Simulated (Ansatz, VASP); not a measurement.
Two plane-wave programs on ScB2P3

```
Sc B P
1.0
     5.16513    0.00000    0.00000
    -2.58257    4.47314    0.00000
     0.00000    0.00000    6.15586
Sc B P
1 2 3
Direct
  0.00000 0.00000 0.00000
  0.00000 0.00000 0.63172
  0.00000 0.00000 0.36828
  0.49972 0.00000 0.00000
  0.00000 0.49972 0.00000
  0.50028 0.50028 0.00000
```

Alike in both runs: functional PBE; k mesh 4 × 4 × 3; occupations gaussian, width 0.2 eV; no spin polarisation.

Ansatz relaxed the structure, and its values are those at the end. VASP's run is a single point on that final structure, the one shown.

```csv
,VASP,Ansatz
version,VASP 6.6.1,Ansatz 0.2.0
potentials or method,"VASP PAW PBE potentials, release 64 (Sc_sv, B, P), cutoff 500 eV","scalar-relativistic, plane waves, PAW"
valence electrons in the cell,32,32
```

```csv
,VASP,Ansatz,Ansatz less VASP
gap on the k mesh at the Fermi level (eV),none,none,-
pressure (GPa),0.6,0.5,-0.04
rms of the force components (eV/Å),0.018,0.018,-0.0002
```

A gap of «none» marks a metal or a gap that the smearing closes. With one functional, cell and mesh, what is left measures potentials, basis and numerics.
